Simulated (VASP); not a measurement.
Wanted: the native input for a VASP 6.6.1 run.

```yaml
Task: single point
Functional: PBE
Potentials_or_basis: VASP PAW PBE potentials, release 64 (In_d, Se)
Cutoff: 520 eV
k_mesh: 6 × 6 × 6
Occupations: fermi-dirac, width 0.05 eV
Spin: no spin polarisation
Dipole_correction: no
Further_INCAR_settings: ALGO = Normal; EDIFF = 1e-07; NBANDS = 30
```

The structure of In3Se lies in POSCAR:

```
In3Se
1.0
    4.7388343927      0.0000000000      0.0000000000
    0.0000000000      4.7388343927      0.0000000000
    0.0000000000      0.0000000000      4.7388343927
In Se
3 1
Direct
    0.5000000000      0.5000000000      0.0000000000
    0.5000000000      0.0000000000      0.5000000000
    0.0000000000      0.5000000000      0.5000000000
    0.0000000000      0.0000000000      0.0000000000
```

One way to write it, as run:

INCAR

```
PREC = Accurate
ENCUT = 520
EDIFF = 1E-7
ISMEAR = -1
SIGMA = 0.05
LREAL = F
LASPH = T
NELM = 80
ALGO = Normal
ISIF = 2
LWAVE = F
LCHARG = F
GGA = PE
NBANDS = 30
```

KPOINTS

```
regular mesh
0
Gamma
  6 6 6
```

Potentials or basis: VASP PAW PBE potentials, release 64 (In_d, Se).

Launch:

```console
$ cat potpaw_PBE.64/In_d/POTCAR potpaw_PBE.64/Se/POTCAR > POTCAR
$ mpirun -np 1 vasp_std > vasp.out
```

It gave:

The pressure is 1.2 GPa.

It took 95 s on 1 thread of AMD EPYC 7R13, with other jobs on the host, peak memory 0.19 GiB.
